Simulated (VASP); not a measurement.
A run of VASP 6.6.1:

The input POSCAR:

```
ScCu
1.0
    3.4457185501      0.8614296375      0.8614296375
    0.8614296375      3.4457185501      0.8614296375
    0.8614296375      0.8614296375      3.4457185501
Sc Cu
1 1
Direct
    0.5000000000      0.5000000000      0.5000000000
    0.0000000000      0.0000000000      0.0000000000
```

INCAR.step1

```
  ALGO = Normal
  EDIFF = 1E-4
  ENCUT = 520
  GGA = PE
  ISMEAR = 0
  LASPH = T
  LCHARG = F
  LREAL = F
  LWAVE = T
  NBANDS = 18
  NELM = 80
  PREC = Accurate
  SIGMA = 0.15
```

INCAR.step2

```
  ALGO = Normal
  EDIFF = 1E-7
  ENCUT = 520
  ISIF = 2
  ISMEAR = 0
  ISTART = 1
  LASPH = T
  LCHARG = T
  LELF = T
  LMIXTAU = T
  LREAL = F
  LVHAR = T
  LWAVE = F
  METAGGA = R2SCAN
  NBANDS = 18
  NELM = 80
  PREC = Accurate
  SIGMA = 0.15
```

File KPOINTS:

```
k-points
0
Gamma
  16 16 16
```

Potentials or basis: VASP PAW PBE potentials, release 64 (Sc_sv, Cu).

The run is started by

```sh
$ cat potpaw_PBE.64/Sc_sv/POTCAR potpaw_PBE.64/Cu/POTCAR > POTCAR
$ cp INCAR.step1 INCAR
$ mpirun -np 1 vasp_std > vasp.out
$ cp INCAR.step2 INCAR
$ mpirun -np 1 vasp_std > vasp.out
```

Hardware: 1 thread of Intel(R) Xeon(R) 6975P-C (Granite Rapids), on a shared host.

**Question.** How long does it take, and how much memory?

**Answer.** It took 3.1 min on 1 thread of Intel(R) Xeon(R) 6975P-C (Granite Rapids) (shared host), peak memory 0.23 GiB. Counts: k points 145.
